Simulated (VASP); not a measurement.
# GaSb3 (I4/mmm) in VASP: further runs

GaSb3 is run at these levels: PBE+D3(BJ); tasks: single point.

All numbers are computed with VASP 6.6.1; they aren't measurements. Logs are shortened: lines on timing, memory, paths and dates and some standing lists are left out, and cuts for length are marked.

## Step 1: The cell of the first run

Symmetry: I4/mmm, No. 139, tetragonal system. Conventional cell: a = 4.855 Å, b = 4.855 Å, c = 8.239 Å, α = 90.00°, β = 90.00°, γ = 90.00°. Within 4.2 Å of Ga (site symmetry 4/mmm) lie 14 Sb at 3.18 to 4.12 Å. Within 4.2 Å of Sb (site symmetry -4m2) lie 4 Ga at 3.18 Å and 10 Sb at 3.18 to 4.12 Å. Sb (site symmetry 4/mmm) has 8 Sb at 3.18 Å and 6 Ga at 3.43 to 4.12 Å within 4.2 Å.

## Step 2: Single point, PBE+D3(BJ)

Input file INCAR:

```
SYSTEM = GaSb3
PREC = Accurate ; ENCUT = 520
EDIFF = 1E-6 ; ISMEAR = 0
SIGMA = 0.15 ; LREAL = .FALSE.
LASPH = .TRUE. ; NELM = 60
ALGO = Normal ; ISIF = 2
LWAVE = .FALSE. ; LCHARG = .FALSE.
GGA = PE ; IVDW = 12
NBANDS = 22
```

Input file KPOINTS:

```
Automatic mesh
0
G
  12 12 12
  0 0 0
```

Input file POSCAR:

```
GaSb3
1.0
    0.0000000000      3.4327960140      4.1193552168
    3.4327960140      0.0000000000      4.1193552168
    3.4327960140      3.4327960140      0.0000000000
Ga Sb
1 3
Direct
    0.0000000000      0.0000000000      0.0000000000
    0.2500000000      0.2500000000      0.2500000000
    0.7500000000      0.7500000000      0.7500000000
    0.5000000000      0.5000000000      0.5000000000
```

Potentials or basis: VASP PAW PBE potentials, release 64 (Ga_d, Sb).

Run with:

```bash
$ cat potpaw_PBE.64/Ga_d/POTCAR potpaw_PBE.64/Sb/POTCAR > POTCAR
$ mpirun -np 1 vasp_std > vasp.out
```

OUTCAR:

```text
SYSTEM = GaSb3
   PREC = Accurate
   ENCUT = 520
   EDIFF = 1E-6
   ISMEAR = 0
   LREAL = .FALSE.
   LASPH = .TRUE.
   NELM = 60
   ISIF = 2
   GGA = PE
   IVDW = 12
 IVDW          = 12

 ion  position               nearest neighbor table
   1  0.000  0.000  0.000-   3 3.18   2 3.18   3 3.18   2 3.18   3 3.18   3 3.18   2 3.18   2 3.18

   2  0.250  0.250  0.250-   1 3.18   4 3.18   1 3.18   1 3.18   4 3.18   1 3.18   4 3.18   4 3.18
                             3 3.43   3 3.43   3 3.43   3 3.43
   3  0.750  0.750  0.750-   4 3.18   1 3.18   4 3.18   1 3.18   4 3.18   4 3.18   1 3.18   1 3.18
                             2 3.43   2 3.43   2 3.43   2 3.43
   4  0.500  0.500  0.500-   2 3.18   3 3.18   2 3.18   2 3.18   3 3.18   2 3.18   3 3.18   3 3.18

  LATTYP: Found a body centered tetragonal cell.
 ALAT       =     4.8547066799
 C/A-ratio  =     1.6970562748

  Lattice vectors:

 A1 = (  -3.4327960140,   0.0000000000,   4.1193552168)
 A2 = (   3.4327960140,   0.0000000000,   4.1193552168)
 A3 = (   0.0000000000,   3.4327960140,  -4.1193552168)

Analysis of symmetry for initial positions (statically):
=====================================================================
 Subroutine PRICEL returns:
 Original cell was already a primitive cell.

 Routine SETGRP: Setting up the symmetry group for a
 body centered tetragonal supercell.

 Subroutine GETGRP returns: Found 16 space group operations
 (whereof 16 operations were pure point group operations)
 out of a pool of 16 trial point group operations.

The static configuration has the point symmetry D_4h.

Analysis of symmetry for dynamics (positions and initial velocities):
=====================================================================
 Subroutine PRICEL returns:
 Original cell was already a primitive cell.

 Routine SETGRP: Setting up the symmetry group for a
 body centered tetragonal supercell.

 Subroutine GETGRP returns: Found 16 space group operations
 (whereof 16 operations were pure point group operations)
 out of a pool of 16 trial point group operations.

The dynamic configuration has the point symmetry D_4h.

 Subroutine INISYM returns: Found 16 space group operations
 (whereof 16 operations are pure point group operations),
 and found     1 'primitive' translations

----------------------------------------------------------------------------------------

                                     Primitive cell

  volume of cell :      97.0857

  direct lattice vectors                    reciprocal lattice vectors
     0.000000000  3.432796014  4.119355217    -0.145653863  0.145653863  0.121378219
     3.432796014  0.000000000  4.119355217     0.145653863 -0.145653863  0.121378219
     3.432796014  3.432796014  0.000000000     0.145653863  0.145653863 -0.121378219

  length of vectors
     5.362198791  5.362198791  4.854706680     0.239087364  0.239087364  0.239087364

  position of ions in fractional coordinates (direct lattice)
     0.000000000  0.000000000  0.000000000
     0.250000000  0.250000000  0.250000000
     0.750000000  0.750000000  0.750000000
     0.500000000  0.500000000  0.500000000

  ion indices of the primitive-cell ions
   primitive index   ion index
                 1           1
                 2           2
                 3           3
                 4           4

----------------------------------------------------------------------------------------

 KPOINTS: Automatic mesh

Automatic generation of k-mesh.
 Grid dimensions read from file:
 generate k-points for:   12   12   12

 Generating k-lattice:

  Cartesian coordinates                     Fractional coordinates (reciprocal lattice)
    -0.012137822  0.012137822  0.010114852     0.083333333 -0.000000000  0.000000000
     0.012137822 -0.012137822  0.010114852    -0.000000000  0.083333333  0.000000000
     0.012137822  0.012137822 -0.010114852     0.000000000  0.000000000  0.083333333

  Length of vectors
     0.019923947  0.019923947  0.019923947

  Shift w.r.t. Gamma in fractional coordinates (k-lattice)
     0.000000000  0.000000000  0.000000000

 Subroutine IBZKPT returns following result:
 ===========================================

 Found    163 irreducible k-points:

 Following reciprocal coordinates:
            Coordinates               Weight
  0.000000  0.000000  0.000000      1.000000
  0.083333 -0.000000  0.000000      8.000000
  0.166667 -0.000000  0.000000      8.000000
  0.250000  0.000000  0.000000      8.000000
  0.333333  0.000000  0.000000      8.000000
  0.416667 -0.000000  0.000000      8.000000
[... 16 lines left out ...]
  0.500000  0.166667  0.000000      8.000000
 -0.416667  0.166667  0.000000      8.000000
 [... further k-points ...]
   k-points           NKPTS =    163   k-points in BZ     NKDIM =    163   number of bands    NBANDS=     22
   number of dos      NEDOS =    301   number of ions     NIONS =      4
   total plane-waves  NPLWV =  57600
   dimension x,y,z NGX =    40 NGY =   40 NGZ =   36
   dimension x,y,z NGXF=    80 NGYF=   80 NGZF=   72
   ions per type =               1   3
   NGX,Y,Z   is equivalent  to a cutoff of  12.40, 12.40, 12.33 a.u.
   NGXF,Y,Z  is equivalent  to a cutoff of  24.80, 24.80, 24.66 a.u.
 SYSTEM =  GaSb3
   PREC   = accura    normal or accurate (medium, high low for compatibility)
   ISTART =      0    job   : 0-new  1-cont  2-samecut
   ICHARG =      2    charge: 1-file 2-atom 10-const
   ISPIN  =      1    spin polarized calculation?
   LNONCOLLINEAR =      F non collinear calculations
   LSORBIT =      F    spin-orbit coupling
   LASPH  =      T    aspherical Exc in radial PAW
   ENCUT  =  520.0 eV  38.22 Ry    6.18 a.u.   9.97  9.97  9.03*2*pi/ulx,y,z
   NELM   =     60;   NELMIN=  2; NELMDL= -5     # of ELM steps
   EDIFF  = 0.1E-05   stopping-criterion for ELM
   LREAL  =      F    real-space projection
   EDIFFG = 0.1E-04   stopping-criterion for IOM
   NSW    =      0    number of steps for IOM
   IBRION =     -1    ionic relax: 0-MD 1-quasi-New 2-CG
   NFREE  =      0    steps in history (QN), initial steepest desc. (CG)
   ISIF   =      2    stress and relaxation
   ISYM   =      2    0-nonsym 1-usesym 2-fastsym
   POTIM  = 0.5000    time-step for ionic-motion
   TEBEG  =    0.0;   TEEND  =   0.0 temperature during run
   PSTRESS=    0.0 pullay stress
   NELECT =      28.0000    total number of electrons
   NUPDOWN=      -1.0000    fix difference up-down
   EMIN   =  10.00;   EMAX   =-10.00  energy-range for DOS
   EFERMI =   0.00;   METHOD = LEGACY
   ISMEAR =     0;   SIGMA  =   0.15  broadening in eV -4-tet -1-fermi 0-gaus
   EFERMI_NEDOS =   21; number of points for ismear=-14 and -15
   IALGO  =     38    algorithm
   IMIX   =      4    mixing-type and parameters
     AMIX     =   0.40;   BMIX     =  1.00
     AMIX_MAG =   1.60;   BMIX_MAG =  1.00
  volume/ion in A,a.u.               =      24.27       163.79
  Fermi-wavevector in a.u.,A,eV,Ry     =   1.081623  2.043970 15.917558  1.169908
  Thomas-Fermi vector in A             =   2.217644
   LORBIT       =      0    0 simple, 1 ext, 2 COOP (PROOUT), +10 PAW based schemes
   GGA     = PE    functional components
   LHFCALC =     F    Hartree Fock is set to
   AEXX    =    0.0000 exact exchange contribution
   IVDW    =    12    specifies the selected vdW correction
   LEPSILON=     F    determine dielectric tensor
   LRPA    =     F    only Hartree local field effects (RPA)
 non-spin polarized calculation
 Gauss-broadening in eV      SIGMA  =   0.15
  energy-cutoff  :      520.00
  volume of cell :       97.09
 maximum number of plane-waves:      2632
   NGX = 19   NGY = 19   NGZ = 19

 number of electron      27.9999987 magnetization

 Free energy of the ion-electron system (eV)
  ---------------------------------------------------
  ext. energy  EPLUGINS =         0.00000000
  ---------------------------------------------------
  free energy    TOTEN  =       -14.38645007 eV

  energy without entropy =      -14.35690999  energy(sigma->0) =      -14.37168003

 E-fermi :   8.3198     XC(G=0): -10.4892

 val. band max:        8.3177401618   @ k =   0.2500   0.0833   0.0000
 cond. band min:       8.3362858662   @ k =   0.4167   0.2500   0.0833
 fundamental gap:      0.0185457044
 Fermi energy:         8.3198404876

 k-point     1 :       0.0000    0.0000    0.0000
  band No.  band energies     occupation
      1      -6.5314      2.00000
      2      -6.5217      2.00000
      3      -6.5217      2.00000
      4      -6.5204      2.00000
      5      -6.5055      2.00000
      6      -4.6658      2.00000
[... 14 lines left out ...]
     21      15.2636      0.00000
     22      15.5830      0.00000

 k-point     2 :       0.0833   -0.0000    0.0000
  band No.  band energies     occupation
      1      -6.5312      2.00000
      2      -6.5221      2.00000
      3      -6.5215      2.00000
      4      -6.5206      2.00000
      5      -6.5054      2.00000
      6      -4.6079      2.00000
[... 14 lines left out ...]
     21      14.8392      0.00000
     22      15.3198      0.00000

 k-point     3 :       0.1667   -0.0000    0.0000
  band No.  band energies     occupation
      1      -6.5308      2.00000
      2      -6.5231      2.00000
      3      -6.5215      2.00000
      4      -6.5206      2.00000
      5      -6.5052      2.00000
      6      -4.4345      2.00000
[... 14 lines left out ...]
     21      13.7127      0.00000
     22      14.5752      0.00000
[... 476 lines left out ...]
 k-point    23 :       0.5000    0.1667    0.0000
  band No.  band energies     occupation
      1      -6.5325      2.00000
      2      -6.5249      2.00000
      3      -6.5229      2.00000
      4      -6.5180      2.00000
      5      -6.5050      2.00000
      6      -3.1019      2.00000
[... 14 lines left out ...]
     21      14.4767      0.00000
     22      15.5300      0.00000

 k-point    24 :      -0.4167    0.1667    0.0000
  band No.  band energies     occupation
      1      -6.5318      2.00000
      2      -6.5262      2.00000
      3      -6.5235      2.00000
      4      -6.5182      2.00000
      5      -6.5045      2.00000
      6      -2.7827      2.00000
[... 14 lines left out ...]
     21      13.6657      0.00000
     22      16.3422      0.00000

 [... further k-points ...]

------------------------ aborting loop because EDIFF is reached ----------------------------------------

 Edisp (eV)   -1.91800

 E8    (eV) :    -0.8855

  FORCE on cell =-STRESS in cart. coord.  units (eV):
  Direction    XX          YY          ZZ          XY          YZ          ZX
  --------------------------------------------------------------------------------------
  -------------------------------------------------------------------------------------
  Total       0.81026     0.81026     0.24692     0.00000     0.00000     0.00000
  in kB      13.37143    13.37143     4.07482     0.00000     0.00000     0.00000
  external pressure =       10.27 kB  Pullay stress =        0.00 kB

 VOLUME and BASIS-vectors are now :
 -----------------------------------------------------------------------------
  energy-cutoff  :      520.00
  volume of cell :       97.09
      direct lattice vectors                 reciprocal lattice vectors
     0.000000000  3.432796014  4.119355217    -0.145653863  0.145653863  0.121378219
     3.432796014  0.000000000  4.119355217     0.145653863 -0.145653863  0.121378219
     3.432796014  3.432796014  0.000000000     0.145653863  0.145653863 -0.121378219

 POSITION                                       TOTAL-FORCE (eV/Angst)
 -----------------------------------------------------------------------------------
      0.00000      0.00000      0.00000        -0.000000      0.000000     -0.000000
      1.71640      1.71640      2.05968         0.000000      0.000000      0.000000
      5.14919      5.14919      6.17903        -0.000000     -0.000000     -0.000000
      3.43280      3.43280      4.11936        -0.000000      0.000000     -0.000000
 -----------------------------------------------------------------------------------
    total drift:                               -0.000000      0.000000      0.000000

  FREE ENERGIE OF THE ION-ELECTRON SYSTEM (eV)
  ---------------------------------------------------
  free  energy   TOTEN  =       -16.3044459732 eV

  energy  without entropy=      -16.2749058943  energy(sigma->0) =      -16.28967593
```

Wall time 2.7 min (1 thread of Intel Xeon Platinum 8559C (Emerald Rapids), shared host); peak memory 0.47 GiB.

Results:

* Free energy: -16.3044 eV
* Pressure: 1.0 GPa
* Band gap on the k mesh: zero (band 14 reaches 11.14 eV, above the bottom of band 15 at 6.34 eV)
* Dispersion energy per atom: -0.479 eV

Caveat: spin-orbit coupling is left out, which moves the levels of the heavy elements; pairwise dispersion overbinds metals, which lowers pressure and volume.

## Step 3: Single point, PBE+D3(BJ)

This run uses another cell than the first one, of the same volume but with other edges.

Input file INCAR:

```
SYSTEM = GaSb3
ALGO = Normal
EDIFF = 1E-7
ENCUT = 520
GGA = PE
ISIF = 2
ISMEAR = 0
IVDW = 12
LASPH = .True.
LCHARG = .True.
LELF = .True.
LREAL = .False.
LVHAR = .True.
LWAVE = .False.
NBANDS = 22
NELM = 80
PREC = Accurate
SIGMA = 0.15
```

Input file KPOINTS:

```
k-points
0
Gamma
  12 12 12
  0 0 0
```

Input file POSCAR:

```
GaSb3
1.0
    0.0000000000      3.9628735216      3.0910413469
    3.9628735216      0.0000000000      3.0910413469
    3.9628735216      3.9628735216      0.0000000000
Ga Sb
1 3
Direct
    0.0000000000      0.0000000000      0.0000000000
    0.2500000000      0.2500000000      0.2500000000
    0.7500000000      0.7500000000      0.7500000000
    0.5000000000      0.5000000000      0.5000000000
```

Potentials or basis: VASP PAW PBE potentials, release 64 (Ga_d, Sb).

Run with:

```bash
$ cat potpaw_PBE.64/Ga_d/POTCAR potpaw_PBE.64/Sb/POTCAR > POTCAR
$ mpirun -np 1 vasp_std > vasp.out
```

It took 3.8 min on 1 thread of Intel Xeon Platinum 8559C (Emerald Rapids), shared host; peak memory 0.48 GiB.

The run converged. Its results:

```yaml
Free_energy: -16.3307 eV
Pressure: 2.0 GPa
Band_gap_on_the_k_mesh: zero (band 14 reaches 9.73 eV, above the bottom of band 15 at 6.25 eV)
Dispersion_energy_per_atom: -0.481 eV
```

Stress tensor (GPa, compression positive):
```
0.78 0.00 0.00
0.00 0.78 0.00
0.00 0.00 4.51
```

Levels at points of the mesh, in eV from the Fermi level:
```csv
k point,band 10,band 11,band 12,band 13,band 14,band 15,band 16,band 17,band 18,band 19
"(0.00, 0.00, 0.00)",-3.60,-3.19,-3.19,-2.94,-1.98,-1.98,-1.01,-1.01,2.38,2.70
"(0.50, 0.00, 0.00)",-4.20,-3.21,-2.22,-1.70,-0.40,-0.05,1.74,2.52,2.78,3.54
"(0.50, 0.50, 0.00)",-5.95,-5.95,-0.69,-0.59,0.87,0.87,1.72,1.72,5.12,5.79
"(0.50, 0.00, 0.50)",-5.60,-5.06,-0.66,0.14,0.23,0.55,1.66,3.19,3.23,3.75
```

Caveat: spin-orbit coupling is left out, which moves the levels of the heavy elements; pairwise dispersion overbinds metals, which lowers pressure and volume.
